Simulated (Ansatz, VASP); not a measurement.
# Two plane-wave programs on InP

Contents of INCAR:

```
  PREC = Accurate
  ENCUT = 500
  EDIFF = 1E-6
  ISMEAR = 0
  SIGMA = 0.024
  LREAL = F
  LASPH = T
  NELM = 120
  ALGO = Normal
  ISIF = 2
  LWAVE = F
  LCHARG = F
  GGA = PE
  NBANDS = 16
  GGA_COMPAT = F
```

KPOINTS

```
Automatic mesh
0
Gamma
  8 8 8
```

Contents of POSCAR:

```
InP
1.0
    0.0000000000      2.7688340000      2.7688340000
    2.7688340000      0.0000000000      2.7688340000
    2.7688340000      2.7688340000      0.0000000000
In P
1 1
Direct
    0.0000000000      0.0000000000      0.0000000000
    0.5000000000      0.5000000000      0.5000000000
```

The input input.yaml:

```yaml
crystal:
  lattice:
    - [0.0, 2.768834, 2.768834]
    - [2.768834, 0.0, 2.768834]
    - [2.768834, 2.768834, 0.0]
  atoms:
    - { symbol: In, position: [0.0, 0.0, 0.0] }
    - { symbol: P, position: [0.5, 0.5, 0.5] }
hamiltonian:
  xc: pbe
  pseudopotentials: { kind: paw }
kpoints:
  mp_grid: { grid: [8, 8, 8] }
scf:
  occupations: { method: gaussian, width: 0.024 }
output:
  forces: true
  stress: true
  eigenvalues: true
```

Alike in both runs: task single point; functional PBE; k mesh 8 × 8 × 8; occupations gaussian, width 0.024 eV; no spin polarisation.

```csv
,VASP,Ansatz
version,VASP 6.6.1,Ansatz 0.2.0
potentials or method,"VASP PAW PBE potentials, release 64 (In_d, P)",Ansatz PAW
plane-wave cutoff (eV),500,420
valence electrons in the cell,18,18
```

```tsv
	VASP	Ansatz	Ansatz less VASP
gap on the k mesh at the Fermi level (eV)	none	none	-
pressure (GPa)	-0.1	-0.1	+0.04
```

A gap of «none» marks a metal or a gap that the smearing closes. The functional is the same, so the differences come from potentials, cutoffs and numerics.
